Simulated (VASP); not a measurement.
# Mg (Fm-3m) in VASP: further runs

Mg is run at these levels: r2SCAN; tasks: single point.

Program: VASP 6.6.1. These are calculated values, not measurements. Logs are shortened: lines on timing, memory, paths and dates and some standing lists are left out, and cuts for length are marked.

## 1. The cell of the first run

Symmetry: Fm-3m, No. 225, cubic system. The conventional cell has a = 4.489 Å, b = 4.489 Å, c = 4.489 Å, α = 90.00°, β = 90.00°, γ = 90.00°. Mg (site symmetry m-3m) has 12 Mg at 3.17 Å within 4.2 Å.

This isn't the form of Mg at room conditions, which is hcp.

## 2. Single point, r2SCAN, collinear spin

Input file POSCAR:

```
Mg
1.0
    0.0000000000      2.2442560000      2.2442560000
    2.2442560000      0.0000000000      2.2442560000
    2.2442560000      2.2442560000      0.0000000000
Mg
1
Direct
    0.0000000000      0.0000000000      0.0000000000
```

Input file INCAR.step1:

```
SYSTEM = Mg
PREC = Accurate
ENCUT = 660
ISMEAR = 1
SIGMA = 0.1
LREAL = .FALSE.
LASPH = .TRUE.
NELM = 200
ISPIN = 2
MAGMOM = 2
NBANDS = 15
GGA = PE
ALGO = Normal
EDIFF = 1E-5
LWAVE = .TRUE.
LCHARG = .FALSE.
GGA_COMPAT = .FALSE.
```

Input file INCAR.step2:

```
SYSTEM = Mg
PREC = Accurate
ENCUT = 660
EDIFF = 1E-6
ISMEAR = 1
SIGMA = 0.1
LREAL = .FALSE.
LASPH = .TRUE.
NELM = 200
ALGO = Normal
ISIF = 2
LWAVE = .FALSE.
LCHARG = .FALSE.
ISPIN = 2
MAGMOM = 2
LORBIT = 11
METAGGA = R2SCAN
LMIXTAU = .TRUE.
NBANDS = 15
ISTART = 1
GGA_COMPAT = .FALSE.
```

Input file KPOINTS:

```
regular mesh
0
G
  10 10 10
  0 0 0
```

Potentials or basis: VASP PAW PBE potentials, release 64 (Mg_sv).

On the command line:

```console
> cat potpaw_PBE.64/Mg_sv/POTCAR > POTCAR
> cp INCAR.step1 INCAR
> mpirun -np 1 vasp_std > vasp.out
> cp INCAR.step2 INCAR
> mpirun -np 1 vasp_std > vasp.out
```

OUTCAR:

```text
SYSTEM = Mg
   PREC = Accurate
   ENCUT = 660
   EDIFF = 1E-6
   ISMEAR = 1
   LREAL = .FALSE.
   LASPH = .TRUE.
   NELM = 200
   ISIF = 2
   ISPIN = 2
   LORBIT = 11
   METAGGA = R2SCAN
   ISTART = 1

 ion  position               nearest neighbor table
   1  0.000  0.000  0.000-

  LATTYP: Found a face centered cubic cell.
 ALAT       =     4.4885120000

  Lattice vectors:

 A1 = (   0.0000000000,   2.2442560000,   2.2442560000)
 A2 = (   2.2442560000,   0.0000000000,   2.2442560000)
 A3 = (   2.2442560000,   2.2442560000,   0.0000000000)

Analysis of symmetry for initial positions (statically):
=====================================================================
 Subroutine PRICEL returns:
 Original cell was already a primitive cell.

 Routine SETGRP: Setting up the symmetry group for a
 face centered cubic supercell.

 Subroutine GETGRP returns: Found 48 space group operations
 (whereof 48 operations were pure point group operations)
 out of a pool of 48 trial point group operations.

The static configuration has the point symmetry O_h .

Analysis of symmetry for dynamics (positions and initial velocities):
=====================================================================
 Subroutine PRICEL returns:
 Original cell was already a primitive cell.

 Routine SETGRP: Setting up the symmetry group for a
 face centered cubic supercell.

 Subroutine GETGRP returns: Found 48 space group operations
 (whereof 48 operations were pure point group operations)
 out of a pool of 48 trial point group operations.

The dynamic configuration has the point symmetry O_h .

Analysis of structural, dynamic, and magnetic symmetry:
=====================================================================
 Subroutine PRICEL returns:
 Original cell was already a primitive cell.

 Routine SETGRP: Setting up the symmetry group for a
 face centered cubic supercell.

 Subroutine GETGRP returns: Found 48 space group operations
 (whereof 48 operations were pure point group operations)
 out of a pool of 48 trial point group operations.

The overall configuration has the point symmetry O_h .

 Subroutine INISYM returns: Found 48 space group operations
 (whereof 48 operations are pure point group operations),
 and found     1 'primitive' translations

----------------------------------------------------------------------------------------

                                     Primitive cell

  volume of cell :      22.6072

  direct lattice vectors                    reciprocal lattice vectors
     0.000000000  2.244256000  2.244256000    -0.222790983  0.222790983  0.222790983
     2.244256000  0.000000000  2.244256000     0.222790983 -0.222790983  0.222790983
     2.244256000  2.244256000  0.000000000     0.222790983  0.222790983 -0.222790983

  length of vectors
     3.173857273  3.173857273  3.173857273     0.385885302  0.385885302  0.385885302

  position of ions in fractional coordinates (direct lattice)
     0.000000000  0.000000000  0.000000000

  ion indices of the primitive-cell ions
   primitive index   ion index
                 1           1

----------------------------------------------------------------------------------------

 KPOINTS: regular mesh

Automatic generation of k-mesh.
 Grid dimensions read from file:
 generate k-points for:   10   10   10

 Generating k-lattice:

  Cartesian coordinates                     Fractional coordinates (reciprocal lattice)
    -0.022279098  0.022279098  0.022279098     0.100000000  0.000000000  0.000000000
     0.022279098 -0.022279098  0.022279098     0.000000000  0.100000000  0.000000000
     0.022279098  0.022279098 -0.022279098     0.000000000  0.000000000  0.100000000

  Length of vectors
     0.038588530  0.038588530  0.038588530

  Shift w.r.t. Gamma in fractional coordinates (k-lattice)
     0.000000000  0.000000000  0.000000000

 Subroutine IBZKPT returns following result:
 ===========================================

 Found     47 irreducible k-points:

 Following reciprocal coordinates:
            Coordinates               Weight
  0.000000  0.000000  0.000000      1.000000
  0.100000  0.000000  0.000000      8.000000
  0.200000  0.000000  0.000000      8.000000
  0.300000  0.000000  0.000000      8.000000
  0.400000  0.000000  0.000000      8.000000
  0.500000  0.000000  0.000000      4.000000
[... 16 lines left out ...]
  0.300000  0.300000  0.000000      6.000000
  0.400000  0.300000  0.000000     24.000000
 [... further k-points ...]
   k-points           NKPTS =     47   k-points in BZ     NKDIM =     47   number of bands    NBANDS=     15
   number of dos      NEDOS =    301   number of ions     NIONS =      1
   total plane-waves  NPLWV =  21952
   dimension x,y,z NGX =    28 NGY =   28 NGZ =   28
   dimension x,y,z NGXF=    56 NGYF=   56 NGZF=   56
   ions per type =               1
   NGX,Y,Z   is equivalent  to a cutoff of  14.67, 14.67, 14.67 a.u.
   NGXF,Y,Z  is equivalent  to a cutoff of  29.33, 29.33, 29.33 a.u.
 SYSTEM =  Mg
   PREC   = accura    normal or accurate (medium, high low for compatibility)
   ISTART =      1    job   : 0-new  1-cont  2-samecut
   ICHARG =      0    charge: 1-file 2-atom 10-const
   ISPIN  =      2    spin polarized calculation?
   LNONCOLLINEAR =      F non collinear calculations
   LSORBIT =      F    spin-orbit coupling
   LASPH  =      T    aspherical Exc in radial PAW
   ENCUT  =  660.0 eV  48.51 Ry    6.96 a.u.   6.65  6.65  6.65*2*pi/ulx,y,z
   NELM   =    200;   NELMIN=  2; NELMDL=  0     # of ELM steps
   EDIFF  = 0.1E-05   stopping-criterion for ELM
   LREAL  =      F    real-space projection
   EDIFFG = 0.1E-04   stopping-criterion for IOM
   NSW    =      0    number of steps for IOM
   IBRION =     -1    ionic relax: 0-MD 1-quasi-New 2-CG
   NFREE  =      0    steps in history (QN), initial steepest desc. (CG)
   ISIF   =      2    stress and relaxation
   ISYM   =      2    0-nonsym 1-usesym 2-fastsym
   POTIM  = 0.5000    time-step for ionic-motion
   TEBEG  =    0.0;   TEEND  =   0.0 temperature during run
   PSTRESS=    0.0 pullay stress
   NELECT =      10.0000    total number of electrons
   NUPDOWN=      -1.0000    fix difference up-down
   EMIN   =  10.00;   EMAX   =-10.00  energy-range for DOS
   EFERMI =   0.00;   METHOD = LEGACY
   ISMEAR =     1;   SIGMA  =   0.10  broadening in eV -4-tet -1-fermi 0-gaus
   EFERMI_NEDOS =   21; number of points for ismear=-14 and -15
   IALGO  =     38    algorithm
   IMIX   =      4    mixing-type and parameters
     AMIX     =   0.40;   BMIX     =  1.00
     AMIX_MAG =   1.60;   BMIX_MAG =  1.00
  volume/ion in A,a.u.               =      22.61       152.56
  Fermi-wavevector in a.u.,A,eV,Ry     =   1.247362  2.357172 21.169460  1.555911
  Thomas-Fermi vector in A             =   2.381497
   LORBIT       =     11    0 simple, 1 ext, 2 COOP (PROOUT), +10 PAW based schemes
   METAGGA = R2SCAN    functional components
   LHFCALC =     F    Hartree Fock is set to
   AEXX    =    0.0000 exact exchange contribution
   IVDW    =     0    specifies the selected vdW correction
   LEPSILON=     F    determine dielectric tensor
   LRPA    =     F    only Hartree local field effects (RPA)
 spin polarized calculation
 Methfessel and Paxton  Order N= 1 SIGMA  =   0.10
  energy-cutoff  :      660.00
  volume of cell :       22.61
 maximum number of plane-waves:       893
   NGX = 13   NGY = 13   NGZ = 13

 number of electron       9.9999992 magnetization      -0.0000019

 number of electron       9.9999992 magnetization       0.0000000

 Free energy of the ion-electron system (eV)
  ---------------------------------------------------
  ext. energy  EPLUGINS =         0.00000000
  ---------------------------------------------------
  free energy    TOTEN  =        -4.17491586 eV

  energy without entropy =       -4.17433449  energy(sigma->0) =       -4.17472207

 E-fermi :   2.5817     XC(G=0):  -9.4539

 val. band max:        2.5540745804   @ k =  -0.4000   0.2000   0.0000
 cond. band min:       2.6305477607   @ k =  -0.3000   0.4000   0.1000
 fundamental gap:      0.0764731802
 Fermi energy:         2.5816756980

 spin component 1

 k-point     1 :       0.0000    0.0000    0.0000
  band No.  band energies     occupation
      1     -76.4941      1.00000
      2     -41.5893      1.00000
      3     -41.5893      1.00000
      4     -41.5893      1.00000
      5      -4.9354      1.00000
      6      15.7841      0.00000
      7      15.7841      0.00000
      8      15.7841      0.00000
      9      18.1692      0.00000
     10      18.1905      0.00000
     11      18.1905      0.00000
     12      18.1905      0.00000
     13      22.2399      0.00000
     14      22.2399      0.00000
     15      23.5772      0.00000
[... 397 lines left out ...]
 k-point    24 :       0.4000    0.3000    0.0000
  band No.  band energies     occupation
      1     -76.4907      1.00000
      2     -41.6162      1.00000
      3     -41.6003      1.00000
      4     -41.5993      1.00000
      5      -0.9509      1.00000
      6       7.6258      0.00000
      7       8.3016      0.00000
      8      10.7966      0.00000
      9      11.6827      0.00000
     10      15.4130      0.00000
     11      24.3117      0.00000
     12      26.5735      0.00000
     13      28.3546      0.00000
     14      28.3562      0.00000
     15      32.1910      0.00000

 [... further k-points ...]

 spin component 2

 k-point     1 :       0.0000    0.0000    0.0000
  band No.  band energies     occupation
      1     -76.4941      1.00000
      2     -41.5893      1.00000
      3     -41.5893      1.00000
      4     -41.5893      1.00000
      5      -4.9354      1.00000
      6      15.7841      0.00000
      7      15.7841      0.00000
      8      15.7841      0.00000
      9      18.1692      0.00000
     10      18.1905      0.00000
     11      18.1905      0.00000
     12      18.1905      0.00000
     13      22.2399      0.00000
     14      22.2399      0.00000
     15      23.5772      0.00000
[... 397 lines left out ...]
 k-point    24 :       0.4000    0.3000    0.0000
  band No.  band energies     occupation
      1     -76.4907      1.00000
      2     -41.6162      1.00000
      3     -41.6003      1.00000
      4     -41.5993      1.00000
      5      -0.9509      1.00000
      6       7.6258      0.00000
      7       8.3016      0.00000
      8      10.7966      0.00000
      9      11.6827      0.00000
     10      15.4130      0.00000
     11      24.3117      0.00000
     12      26.5735      0.00000
     13      28.3546      0.00000
     14      28.3562      0.00000
     15      32.1910      0.00000

 [... further k-points ...]

------------------------ aborting loop because EDIFF is reached ----------------------------------------

  FORCE on cell =-STRESS in cart. coord.  units (eV):
  Direction    XX          YY          ZZ          XY          YZ          ZX
  --------------------------------------------------------------------------------------
  -------------------------------------------------------------------------------------
  Total       -0.0385996     -0.0385996     -0.0385996      0.0000000      0.0000000      0.0000000
  in kB       -2.7355628     -2.7355628     -2.7355628      0.0000000      0.0000000      0.0000000
  external PRESSURE =      -2.7355628 kB  Pullay stress =       0.0000000 kB

 VOLUME and BASIS-vectors are now :
 -----------------------------------------------------------------------------
  energy-cutoff  :      660.00
  volume of cell :       22.61
      direct lattice vectors                 reciprocal lattice vectors
     0.000000000  2.244256000  2.244256000    -0.222790983  0.222790983  0.222790983
     2.244256000  0.000000000  2.244256000     0.222790983 -0.222790983  0.222790983
     2.244256000  2.244256000  0.000000000     0.222790983  0.222790983 -0.222790983

 POSITION                                       TOTAL-FORCE (eV/Angst)
 -----------------------------------------------------------------------------------
      0.00000      0.00000      0.00000         0.000000      0.000000      0.000000
 -----------------------------------------------------------------------------------
    total drift:                               -0.000000     -0.000000     -0.000000

  FREE ENERGIE OF THE ION-ELECTRON SYSTEM (eV)
  ---------------------------------------------------
  free  energy   TOTEN  =        -4.1749158587 eV

  energy  without entropy=       -4.1743344886  energy(sigma->0) =       -4.17472207

 total charge

# of ion       s       p       d       tot
------------------------------------------
    1        2.100   5.991   0.006   8.097

 magnetization (x)

# of ion       s       p       d       tot
------------------------------------------
    1        0.000   0.000   0.000   0.000
```

Wall time 3.7 min (1 thread of Intel Xeon Platinum 8259CL at 2.50GHz (Skylake/Cascade Lake), shared host); peak memory 0.19 GiB.

What came out:

```
Free energy                                           : -4.1749 eV
Pressure                                              : -0.3 GPa
Band gap on the k mesh                                : zero (filled and empty bands overlap)
Net moment                                            : 0.00 μB per cell
Valence electrons inside the program's atomic spheres : Mg 8.10
```

Levels at points of the mesh, in eV from the Fermi level:
Spin up:
```
           k point  band 3  band 4  band 5  band 6  band 7  band 8
(0.00, 0.00, 0.00)  -44.17  -44.17   -7.52   13.20   13.20   13.20
(0.50, 0.00, 0.00)  -44.18  -44.18   -2.03   -1.30   12.01   12.01
(0.50, 0.50, 0.00)  -44.18  -44.18   -0.36    0.82    6.37    7.49
```
Spin down:
```csv
k point,band 2,band 3,band 4,band 5,band 6,band 7,band 8,band 9
"(0.00, 0.00, 0.00)",-44.17,-44.17,-44.17,-7.52,13.20,13.20,13.20,15.59
"(0.50, 0.00, 0.00)",-44.21,-44.18,-44.18,-2.03,-1.30,12.01,12.01,13.20
"(0.50, 0.50, 0.00)",-44.20,-44.18,-44.18,-0.36,0.82,6.37,7.49,7.49
```

Caveat: the PAW data sets were made with another functional, which shifts forces and pressure a little.

## 3. Single point, r2SCAN, collinear spin

POSCAR is that of step 2.

Edit INCAR.step1 of step 2 so:

```diff
@@ -2,3 +2,3 @@
 PREC = Accurate
-ENCUT = 660
+ENCUT = 750
 ISMEAR = 1
```

Edit INCAR.step2 of step 2 so:

```diff
@@ -2,3 +2,3 @@
 PREC = Accurate
-ENCUT = 660
+ENCUT = 750
 EDIFF = 1E-6
```

KPOINTS is that of step 2.

Potentials or basis: VASP PAW PBE potentials, release 64 (Mg_sv).

On the command line:

```console
> cat potpaw_PBE.64/Mg_sv/POTCAR > POTCAR
> cp INCAR.step1 INCAR
> mpirun -np 1 vasp_std > vasp.out
> cp INCAR.step2 INCAR
> mpirun -np 1 vasp_std > vasp.out
```

Wall time 2.1 min (1 thread of Intel Xeon Platinum 8488C (Sapphire Rapids), shared host); peak memory 0.2 GiB.

The run converged. Its results:

* Free energy: -4.1674 eV
* Pressure: -0.3 GPa
* Band gap on the k mesh: zero (filled and empty bands overlap)
* Net moment: 0.00 μB per cell
* Valence electrons inside the program's atomic spheres: Mg 8.10

Levels at points of the mesh, in eV from the Fermi level:
Spin up:
| k point | band 2 | band 3 | band 4 | band 5 | band 6 | band 7 | band 8 | band 9 | band 10 |
| --- | --- | --- | --- | --- | --- | --- | --- | --- | --- |
| (0.00, 0.00, 0.00) | -44.17 | -44.17 | -44.17 | -7.52 | 13.21 | 13.21 | 13.21 | 15.59 | 15.61 |
| (0.50, 0.00, 0.00) | -44.20 | -44.17 | -44.17 | -2.03 | -1.31 | 12.02 | 12.02 | 13.20 | 13.20 |
| (0.50, 0.50, 0.00) | -44.20 | -44.18 | -44.18 | -0.36 | 0.82 | 6.38 | 7.49 | 7.49 | 10.93 |
Spin down:
| k point | band 2 | band 3 | band 4 | band 5 | band 6 | band 7 | band 8 | band 9 |
| --- | --- | --- | --- | --- | --- | --- | --- | --- |
| (0.00, 0.00, 0.00) | -44.17 | -44.17 | -44.17 | -7.52 | 13.21 | 13.21 | 13.21 | 15.59 |
| (0.50, 0.00, 0.00) | -44.20 | -44.17 | -44.17 | -2.03 | -1.31 | 12.02 | 12.02 | 13.20 |
| (0.50, 0.50, 0.00) | -44.20 | -44.18 | -44.18 | -0.36 | 0.82 | 6.38 | 7.49 | 7.49 |

Caveat: the PAW data sets were made with another functional, which shifts forces and pressure a little.
